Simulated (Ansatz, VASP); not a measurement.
# Two plane-wave programs on Hf2B

```xyz
3
Lattice="4.5711 0.0000 0.0000 -2.2855 3.9587 0.0000 0.0000 0.0000 2.7676" Properties=species:S:1:pos:R:3 pbc="T T T"
Hf    0.0000    2.6391    1.3838
Hf    2.2855    1.3196    1.3838
B     0.0000    0.0000    0.0000
```

Alike in both runs: functional PBE; k mesh 6 × 6 × 4; occupations gaussian, width 0.1 eV; no spin polarisation.

Ansatz relaxed the structure, and its values are those at the end. VASP's run is a single point on that final structure, the one shown.

|  | VASP | Ansatz |
| --- | --- | --- |
| version | VASP 6.6.1 | Ansatz 0.2.0 |
| potentials or method | VASP PAW PBE potentials, release 64 (Hf_pv, B), cutoff 520 eV | scalar-relativistic, plane waves, PAW |
| valence electrons in the cell | 23 | 55 |

```csv
,VASP,Ansatz,Ansatz less VASP
gap on the k mesh at the Fermi level (eV),none,none,-
pressure (GPa),-0.7,0.0,+0.68
```

A gap of «none» marks a metal or a gap that the smearing closes. VASP's potentials hold 23 valence electrons a cell and Ansatz's 55, so a difference there can come from the potentials and not from the codes.

The k mesh is coarse, so the values compare programs but aren't converged. Spin-orbit coupling is off throughout.
